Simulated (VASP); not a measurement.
Set up this calculation in VASP 6.6.1, as the native input.

```
Task                   : single point
Functional             : PBE
Potentials or basis    : VASP PAW PBE potentials, release 64 (Y_sv)
Cutoff                 : 520 eV
k mesh                 : 14 × 14 × 14
Occupations            : gaussian, width 0.1 eV
Spin                   : no spin polarisation
Dipole correction      : no
Further INCAR settings : ALGO = Normal; EDIFF = 1e-06; NBANDS = 12
```

The structure of Y lies in POSCAR:

```
Y
1.0
   -2.0200697473      2.0200697473      2.0200697473
    2.0200697473     -2.0200697473      2.0200697473
    2.0200697473      2.0200697473     -2.0200697473
Y
1
Direct
    0.0000000000      0.0000000000      0.0000000000
```

These files were run (other wordings do the same):

INCAR

```
SYSTEM = Y
  PREC = Accurate
  ENCUT = 520
  EDIFF = 1E-6
  ISMEAR = 0
  SIGMA = 0.1
  LREAL = .False.
  LASPH = .True.
  NELM = 100
  ALGO = Normal
  ISIF = 2
  LWAVE = .False.
  LCHARG = .False.
  GGA = PE
  NBANDS = 12
```

KPOINTS

```
Automatic mesh
0
Gamma
  14 14 14
  0 0 0
```

Potentials or basis: VASP PAW PBE potentials, release 64 (Y_sv).

Run with:

```console
$ cat potpaw_PBE.64/Y_sv/POTCAR > POTCAR
$ mpirun -np 1 vasp_std > vasp.out
```

Results of the run:

| Quantity | Value |
| --- | --- |
| Pressure | -0.1 GPa |

Wall time 17 s on 1 thread of Intel(R) Xeon(R) 6975P-C (Granite Rapids), on a shared host, peak memory 0.2 GiB.
